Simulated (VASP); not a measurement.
# Mo (P6/mmm) in VASP: notebook

Mo is run at these levels: PBEsol; tasks: single point.

All numbers are computed with VASP 6.6.1; they aren't measurements. Logs are shortened: lines on timing, memory, paths and dates and some standing lists are left out, and cuts for length are marked.

## (1) The cell of the first run

Symmetry: P6/mmm, No. 191, hexagonal system. The conventional cell has a = 2.599 Å, b = 2.599 Å, c = 2.427 Å, α = 90.00°, β = 90.00°, γ = 120.00°. Within 3.2 Å of Mo (site symmetry 6/mmm) lie 8 Mo at 2.43 to 2.60 Å.

This isn't the form of Mo at room conditions, which is bcc.

## (2) Single point, PBEsol (strain -0.050 along x and y, -0.050 along z)

Input file INCAR:

```
SYSTEM = Mo
  ALGO = Normal
  EDIFF = 1E-6
  ENCUT = 520
  GGA = PS
  ISIF = 2
  ISMEAR = 0
  LASPH = .True.
  LCHARG = .False.
  LREAL = .False.
  LWAVE = .False.
  NBANDS = 13
  NELM = 100
  PREC = Accurate
  SIGMA = 0.15
```

Input file KPOINTS:

```
k-points
0
Gamma
  18 18 18
  0 0 0
```

Input file POSCAR:

```
Mo
1.0
    2.5987348773      0.0000000000      0.0000000000
   -1.2993674387      2.2505704215      0.0000000000
    0.0000000000      0.0000000000      2.4274216650
Mo
1
Direct
    0.0000000000      0.0000000000      0.5000000000
```

Potentials or basis: VASP PAW PBE potentials, release 64 (Mo_sv).

Launch:

```console
$ cat potpaw_PBE.64/Mo_sv/POTCAR > POTCAR
$ mpirun -np 1 vasp_std > vasp.out
```

OUTCAR:

```text
SYSTEM = Mo
   EDIFF = 1E-6
   ENCUT = 520
   GGA = PS
   ISIF = 2
   ISMEAR = 0
   LASPH = .True.
   LREAL = .False.
   NELM = 100
   PREC = Accurate

 ion  position               nearest neighbor table
   1  0.000  0.000  0.500-

  LATTYP: Found a hexagonal cell.
 ALAT       =     2.5987348773
 C/A-ratio  =     0.9340782264

  Lattice vectors:

 A1 = (   2.5987348773,   0.0000000000,   0.0000000000)
 A2 = (  -1.2993674387,   2.2505704215,   0.0000000000)
 A3 = (   0.0000000000,   0.0000000000,   2.4274216650)

Analysis of symmetry for initial positions (statically):
=====================================================================
 Subroutine PRICEL returns:
 Original cell was already a primitive cell.

 Routine SETGRP: Setting up the symmetry group for a
 hexagonal supercell.

 Subroutine GETGRP returns: Found 24 space group operations
 (whereof 24 operations were pure point group operations)
 out of a pool of 24 trial point group operations.

The static configuration has the point symmetry D_6h.

Analysis of symmetry for dynamics (positions and initial velocities):
=====================================================================
 Subroutine PRICEL returns:
 Original cell was already a primitive cell.

 Routine SETGRP: Setting up the symmetry group for a
 hexagonal supercell.

 Subroutine GETGRP returns: Found 24 space group operations
 (whereof 24 operations were pure point group operations)
 out of a pool of 24 trial point group operations.

The dynamic configuration has the point symmetry D_6h.

 Subroutine INISYM returns: Found 24 space group operations
 (whereof 24 operations are pure point group operations),
 and found     1 'primitive' translations

----------------------------------------------------------------------------------------

                                     Primitive cell

  volume of cell :      14.1971

  direct lattice vectors                    reciprocal lattice vectors
     2.598734877  0.000000000  0.000000000     0.384802624  0.222165899  0.000000000
    -1.299367439  2.250570421  0.000000000     0.000000000  0.444331797  0.000000000
     0.000000000  0.000000000  2.427421665     0.000000000  0.000000000  0.411959741

  length of vectors
     2.598734877  2.598734877  2.427421665     0.444331797  0.444331797  0.411959741

  position of ions in fractional coordinates (direct lattice)
     0.000000000  0.000000000  0.500000000

  ion indices of the primitive-cell ions
   primitive index   ion index
                 1           1

----------------------------------------------------------------------------------------

 KPOINTS: k-points

Automatic generation of k-mesh.
 Grid dimensions read from file:
 generate k-points for:   18   18   18

 Generating k-lattice:

  Cartesian coordinates                     Fractional coordinates (reciprocal lattice)
     0.021377924  0.012342550  0.000000000     0.055555556  0.000000000  0.000000000
     0.000000000  0.024685100  0.000000000     0.000000000  0.055555556  0.000000000
     0.000000000  0.000000000  0.022886652     0.000000000  0.000000000  0.055555556

  Length of vectors
     0.024685100  0.024685100  0.022886652

  Shift w.r.t. Gamma in fractional coordinates (k-lattice)
     0.000000000  0.000000000  0.000000000

 Subroutine IBZKPT returns following result:
 ===========================================

 Found    370 irreducible k-points:

 Following reciprocal coordinates:
            Coordinates               Weight
  0.000000  0.000000  0.000000      1.000000
  0.055556 -0.000000  0.000000      6.000000
  0.111111 -0.000000  0.000000      6.000000
  0.166667 -0.000000  0.000000      6.000000
  0.222222 -0.000000  0.000000      6.000000
  0.277778  0.000000  0.000000      6.000000
[... 16 lines left out ...]
  0.333333  0.111111  0.000000     12.000000
  0.388889  0.111111  0.000000     12.000000
 [... further k-points ...]
   k-points           NKPTS =    370   k-points in BZ     NKDIM =    370   number of bands    NBANDS=     13
   number of dos      NEDOS =    301   number of ions     NIONS =      1
   total plane-waves  NPLWV =   7200
   dimension x,y,z NGX =    20 NGY =   20 NGZ =   18
   dimension x,y,z NGXF=    40 NGYF=   40 NGZF=   36
   ions per type =               1
   NGX,Y,Z   is equivalent  to a cutoff of  12.79, 12.79, 12.33 a.u.
   NGXF,Y,Z  is equivalent  to a cutoff of  25.59, 25.59, 24.66 a.u.
 SYSTEM =  Mo
   PREC   = accura    normal or accurate (medium, high low for compatibility)
   ISTART =      0    job   : 0-new  1-cont  2-samecut
   ICHARG =      2    charge: 1-file 2-atom 10-const
   ISPIN  =      1    spin polarized calculation?
   LNONCOLLINEAR =      F non collinear calculations
   LSORBIT =      F    spin-orbit coupling
   LASPH  =      T    aspherical Exc in radial PAW
   ENCUT  =  520.0 eV  38.22 Ry    6.18 a.u.   4.83  4.83  4.51*2*pi/ulx,y,z
   NELM   =    100;   NELMIN=  2; NELMDL= -5     # of ELM steps
   EDIFF  = 0.1E-05   stopping-criterion for ELM
   LREAL  =      F    real-space projection
   EDIFFG = 0.1E-04   stopping-criterion for IOM
   NSW    =      0    number of steps for IOM
   IBRION =     -1    ionic relax: 0-MD 1-quasi-New 2-CG
   NFREE  =      0    steps in history (QN), initial steepest desc. (CG)
   ISIF   =      2    stress and relaxation
   ISYM   =      2    0-nonsym 1-usesym 2-fastsym
   POTIM  = 0.5000    time-step for ionic-motion
   TEBEG  =    0.0;   TEEND  =   0.0 temperature during run
   PSTRESS=    0.0 pullay stress
   NELECT =      14.0000    total number of electrons
   NUPDOWN=      -1.0000    fix difference up-down
   EMIN   =  10.00;   EMAX   =-10.00  energy-range for DOS
   EFERMI =   0.00;   METHOD = LEGACY
   ISMEAR =     0;   SIGMA  =   0.15  broadening in eV -4-tet -1-fermi 0-gaus
   EFERMI_NEDOS =   21; number of points for ismear=-14 and -15
   IALGO  =     38    algorithm
   IMIX   =      4    mixing-type and parameters
     AMIX     =   0.40;   BMIX     =  1.00
     AMIX_MAG =   1.60;   BMIX_MAG =  1.00
  volume/ion in A,a.u.               =      14.20        95.81
  Fermi-wavevector in a.u.,A,eV,Ry     =   1.629487  3.079284 36.126570  2.655228
  Thomas-Fermi vector in A             =   2.721945
   LORBIT       =      0    0 simple, 1 ext, 2 COOP (PROOUT), +10 PAW based schemes
   GGA     = PS    functional components
   LHFCALC =     F    Hartree Fock is set to
   AEXX    =    0.0000 exact exchange contribution
   IVDW    =     0    specifies the selected vdW correction
   LEPSILON=     F    determine dielectric tensor
   LRPA    =     F    only Hartree local field effects (RPA)
 non-spin polarized calculation
 Gauss-broadening in eV      SIGMA  =   0.15
  energy-cutoff  :      520.00
  volume of cell :       14.20
 maximum number of plane-waves:       399
 NGX is ok and might be reduce to    20
   NGX =  9   NGY =  9   NGZ =  9

 number of electron      14.0000004 magnetization

 Free energy of the ion-electron system (eV)
  ---------------------------------------------------
  ext. energy  EPLUGINS =         0.00000000
  ---------------------------------------------------
  free energy    TOTEN  =       -10.62358054 eV

  energy without entropy =      -10.61376333  energy(sigma->0) =      -10.61867193

 E-fermi :  13.8697     XC(G=0): -13.9894

 val. band max:       13.8630618111   @ k =   0.2222   0.2222   0.3889
 cond. band min:      13.8707896893   @ k =   0.3333   0.3333   0.2778
 fundamental gap:      0.0077278782
 Fermi energy:        13.8696943784

 k-point     1 :       0.0000    0.0000    0.0000
  band No.  band energies     occupation
      1     -47.1568      2.00000
      2     -20.0162      2.00000
      3     -20.0162      2.00000
      4     -19.9081      2.00000
      5       6.6487      2.00000
      6       8.6874      2.00000
      7      12.6943      2.00000
      8      12.6943      2.00000
      9      19.0230      0.00000
     10      19.0230      0.00000
     11      26.9334      0.00000
     12      31.0298      0.00000
     13      36.2645      0.00000

 k-point     2 :       0.0556   -0.0000    0.0000
  band No.  band energies     occupation
      1     -47.1449      2.00000
      2     -20.0889      2.00000
      3     -20.0321      2.00000
      4     -19.9005      2.00000
      5       6.7959      2.00000
      6       8.7528      2.00000
      7      12.5376      2.00000
      8      12.8313      2.00000
      9      18.8421      0.00000
     10      18.9945      0.00000
     11      27.2926      0.00000
     12      31.3318      0.00000
     13      35.4891      0.00000

 k-point     3 :       0.1111   -0.0000    0.0000
  band No.  band energies     occupation
      1     -47.1105      2.00000
      2     -20.2955      2.00000
      3     -20.0775      2.00000
      4     -19.8784      2.00000
      5       7.2039      2.00000
      6       8.9459      2.00000
      7      12.1472      2.00000
      8      13.2369      2.00000
      9      18.3591      0.00000
     10      18.9131      0.00000
     11      28.2809      0.00000
     12      32.1661      0.00000
     13      33.9379      0.00000

 k-point     4 :       0.1667   -0.0000    0.0000
  band No.  band energies     occupation
      1     -47.0573      2.00000
      2     -20.6045      2.00000
      3     -20.1464      2.00000
      4     -19.8446      2.00000
      5       7.7680      2.00000
      6       9.2324      2.00000
      7      11.7424      2.00000
      8      13.8945      0.81542
      9      17.7033      0.00000
     10      18.7910      0.00000
     11      29.5940      0.00000
     12      32.3910      0.00000
     13      33.3589      0.00000

 k-point     5 :       0.2222   -0.0000    0.0000
  band No.  band energies     occupation
      1     -46.9913      2.00000
      2     -20.9724      2.00000
      3     -20.2298      2.00000
      4     -19.8028      2.00000
      5       8.3187      2.00000
      6       9.4460      2.00000
      7      11.7024      2.00000
      8      14.7743      0.00000
      9      16.9981      0.00000
     10      18.6449      0.00000
     11      29.8721      0.00000
     12      32.1521      0.00000
     13      33.3013      0.00000
[... 257 lines left out ...]
 k-point    22 :       0.2778    0.1111    0.0000
  band No.  band energies     occupation
      1     -46.8343      2.00000
      2     -21.6864      2.00000
      3     -20.5396      2.00000
      4     -19.7043      2.00000
      5       9.1062      2.00000
      6       9.8319      2.00000
      7      12.4778      2.00000
      8      15.7957      0.00000
      9      17.8259      0.00000
     10      18.0582      0.00000
     11      27.5061      0.00000
     12      29.5331      0.00000
     13      34.0811      0.00000

 k-point    23 :       0.3333    0.1111    0.0000
  band No.  band energies     occupation
      1     -46.7817      2.00000
      2     -21.9255      2.00000
      3     -20.6251      2.00000
      4     -19.6715      2.00000
      5       8.8375      2.00000
      6      10.1160      2.00000
      7      13.5010      1.99949
      8      15.4282      0.00000
      9      17.9044      0.00000
     10      18.9717      0.00000
     11      26.5509      0.00000
     12      28.5897      0.00000
     13      32.9813      0.00000

 k-point    24 :       0.3889    0.1111    0.0000
  band No.  band energies     occupation
      1     -46.7471      2.00000
      2     -22.0796      2.00000
      3     -20.6803      2.00000
      4     -19.6501      2.00000
      5       8.6364      2.00000
      6      10.3340      2.00000
      7      14.2966      0.00006
      8      15.1987      0.00000
      9      17.8059      0.00000
     10      19.8279      0.00000
     11      25.9178      0.00000
     12      27.7876      0.00000
     13      32.2976      0.00000

 [... further k-points ...]

------------------------ aborting loop because EDIFF is reached ----------------------------------------

  FORCE on cell =-STRESS in cart. coord.  units (eV):
  Direction    XX          YY          ZZ          XY          YZ          ZX
  --------------------------------------------------------------------------------------
  -------------------------------------------------------------------------------------
  Total        4.0441905      4.0441905      3.0462796     -0.0000000     -0.0000000      0.0000000
  in kB      456.3965759    456.3965760    343.7799465     -0.0000000     -0.0000000      0.0000000
  external PRESSURE =     418.8576995 kB  Pullay stress =       0.0000000 kB

 VOLUME and BASIS-vectors are now :
 -----------------------------------------------------------------------------
  energy-cutoff  :      520.00
  volume of cell :       14.20
      direct lattice vectors                 reciprocal lattice vectors
     2.598734877  0.000000000  0.000000000     0.384802624  0.222165899  0.000000000
    -1.299367439  2.250570421  0.000000000     0.000000000  0.444331797  0.000000000
     0.000000000  0.000000000  2.427421665     0.000000000  0.000000000  0.411959741

 POSITION                                       TOTAL-FORCE (eV/Angst)
 -----------------------------------------------------------------------------------
      0.00000      0.00000      1.21371         0.000000      0.000000      0.000000
 -----------------------------------------------------------------------------------
    total drift:                                0.000000      0.000000      0.000000

  FREE ENERGIE OF THE ION-ELECTRON SYSTEM (eV)
  ---------------------------------------------------
  free  energy   TOTEN  =       -10.6235805373 eV

  energy  without entropy=      -10.6137633291  energy(sigma->0) =      -10.61867193
```

Run time: 37 s. Hardware: 1 thread of Intel Xeon Platinum 8488C (Sapphire Rapids), shared host; peak memory 0.17 GiB.

What came out:

| Item | Value |
| --- | --- |
| Free energy | -10.6236 eV |
| Pressure | 41.9 GPa |
| Band gap on the k mesh | zero (bands 7 and 8 overlap by 2.38 eV) |

Levels at points of the mesh, in eV from the Fermi level:
```csv
k point,band 4,band 5,band 6,band 7,band 8,band 9,band 10,band 11
"(0.00, 0.00, 0.00)",-33.78,-7.22,-5.18,-1.18,-1.18,5.15,5.15,13.06
"(0.50, 0.00, 0.00)",-33.52,-5.90,-3.52,1.12,1.58,4.28,5.49,12.33
"(0.00, 0.00, 0.50)",-33.63,-3.97,-0.14,-0.14,0.27,0.96,0.96,12.43
"(0.50, 0.00, 0.50)",-34.11,-6.60,-4.10,-0.64,5.95,6.93,7.56,8.80
```

Caveat: the cell differs from its parent crystal (strain -0.050 along x and y, -0.050 along z); the cell stands under pressure; the PAW data sets were made with another functional, which shifts forces and pressure a little.

## (3) Single point, PBEsol (strain -0.050 along x and y, -0.025 along z)

Input file INCAR:

```
PREC = Accurate
ENCUT = 520
EDIFF = 1E-7
ISMEAR = 0
SIGMA = 0.15
LREAL = False
LASPH = True
NELM = 80
ALGO = Normal
ISIF = 2
LWAVE = False
LCHARG = True
GGA = PS
LELF = True
LVHAR = True
NBANDS = 13
```

Input file KPOINTS:

```
Automatic mesh
0
Gamma
  18 18 18
```

POSCAR, as its differences from that of step 2:

```diff
@@ -4,3 +4,3 @@
    -1.2993674387      2.2505704215      0.0000000000
-    0.0000000000      0.0000000000      2.4274216650
+    0.0000000000      0.0000000000      2.4913011825
 Mo
```

Potentials or basis: VASP PAW PBE potentials, release 64 (Mo_sv).

Launch:

```console
$ cat potpaw_PBE.64/Mo_sv/POTCAR > POTCAR
$ mpirun -np 1 vasp_std > vasp.out
```

OUTCAR:

```text
PREC = Accurate
   ENCUT = 520
   EDIFF = 1E-7
   ISMEAR = 0
   LREAL = False
   LASPH = True
   NELM = 80
   ISIF = 2
   GGA = PS

 ion  position               nearest neighbor table
   1  0.000  0.000  0.500-

  LATTYP: Found a hexagonal cell.
 ALAT       =     2.5987348773
 C/A-ratio  =     0.9586592323

  Lattice vectors:

 A1 = (   2.5987348773,   0.0000000000,   0.0000000000)
 A2 = (  -1.2993674387,   2.2505704215,   0.0000000000)
 A3 = (   0.0000000000,   0.0000000000,   2.4913011825)

[... 554 lines left out ...]
      5       8.3413      2.00000
      6      10.1375      2.00000
      7      13.9417      0.00003
      8      14.3505      0.00000
      9      17.0516      0.00000
     10      19.3997      0.00000
     11      25.3921      0.00000
     12      27.3290      0.00000
     13      31.5246      0.00000

 [... further k-points ...]
[... 5 lines left out ...]
  --------------------------------------------------------------------------------------
  -------------------------------------------------------------------------------------
  Total        3.6692062      3.6692062      1.6408466     -0.0000000     -0.0000000     -0.0000000
  in kB      403.4613002    403.4613003    180.4254252     -0.0000000     -0.0000000     -0.0000000
  external PRESSURE =     329.1160086 kB  Pullay stress =       0.0000000 kB

 VOLUME and BASIS-vectors are now :
 -----------------------------------------------------------------------------
  energy-cutoff  :      520.00
  volume of cell :       14.57
      direct lattice vectors                 reciprocal lattice vectors
     2.598734877  0.000000000  0.000000000     0.384802624  0.222165899  0.000000000
    -1.299367439  2.250570421  0.000000000     0.000000000  0.444331797  0.000000000
     0.000000000  0.000000000  2.491301182     0.000000000  0.000000000  0.401396671

 POSITION                                       TOTAL-FORCE (eV/Angst)
 -----------------------------------------------------------------------------------
      0.00000      0.00000      1.24565         0.000000      0.000000      0.000000
 -----------------------------------------------------------------------------------
    total drift:                                0.000000      0.000000     -0.000000

  FREE ENERGIE OF THE ION-ELECTRON SYSTEM (eV)
  ---------------------------------------------------
  free  energy   TOTEN  =       -10.6846279426 eV

  energy  without entropy=      -10.6763063827  energy(sigma->0) =      -10.68046716
```

OSZICAR:

```text
N       E                     dE             d eps       ncg     rms          rms(c)
DAV:   1     0.111800875567E+03    0.11180E+03   -0.91892E+03  9736   0.114E+03
DAV:   2    -0.974796562592E+01   -0.12155E+03   -0.11736E+03 10755   0.337E+02
DAV:   3    -0.111390764591E+02   -0.13911E+01   -0.13876E+01 11215   0.368E+01
DAV:   4    -0.111429466475E+02   -0.38702E-02   -0.38701E-02 10885   0.218E+00
DAV:   5    -0.111429751392E+02   -0.28492E-04   -0.28493E-04 11405   0.158E-01    0.190E+01
DAV:   6    -0.107528789990E+02    0.39010E+00   -0.45502E-01  9755   0.820E+00    0.709E+00
DAV:   7    -0.106882298854E+02    0.64649E-01   -0.11862E-01 10580   0.398E+00    0.819E-01
DAV:   8    -0.106846125863E+02    0.36173E-02   -0.40866E-03  9945   0.803E-01    0.103E-01
DAV:   9    -0.106846236304E+02   -0.11044E-04   -0.32810E-05 11780   0.648E-02    0.583E-02
DAV:  10    -0.106846278472E+02   -0.42168E-05   -0.78464E-06 10445   0.291E-02    0.122E-02
DAV:  11    -0.106846279426E+02   -0.95389E-07   -0.29597E-07 10925   0.561E-03
   1 F= -.10684628E+02 E0= -.10680467E+02  d E =-.832156E-02
```

stdout:

```text
POSCAR found type information on POSCAR Mo
 POSCAR found :  1 types and       1 ions
 scaLAPACK will be used
 -----------------------------------------------------------------------------
|                                                                             |
|                                                                             |
|     You enforced a specific xc type in the INCAR file but a different       |
|     I HOPE YOU KNOW WHAT YOU ARE DOING!                                     |
|                                                                             |
 -----------------------------------------------------------------------------

 LDA part: xc-table for (Slater+PW92), standard interpolation
 POSCAR, INCAR and KPOINTS ok, starting setup
 FFT: planning ... GRIDC
 FFT: planning ... GRID_SOFT
 FFT: planning ... GRID
 WAVECAR not read
 entering main loop
```

It took 48 s on 1 thread of Intel Xeon Platinum 8488C (Sapphire Rapids), shared host; peak memory 0.18 GiB.

Results:

- Free energy: -10.6846 eV
- Pressure: 32.9 GPa
- Band gap on the k mesh: zero (bands 7 and 8 overlap by 2.20 eV)

Stress tensor (GPa, compression positive):
```
40.35  0.00  0.00
 0.00 40.35  0.00
 0.00  0.00 18.04
```

Caveat: the cell differs from its parent crystal (strain -0.050 along x and y, -0.025 along z); the cell stands under pressure; the PAW data sets were made with another functional, which shifts forces and pressure a little.

(Part 1 of 2 ends here.)
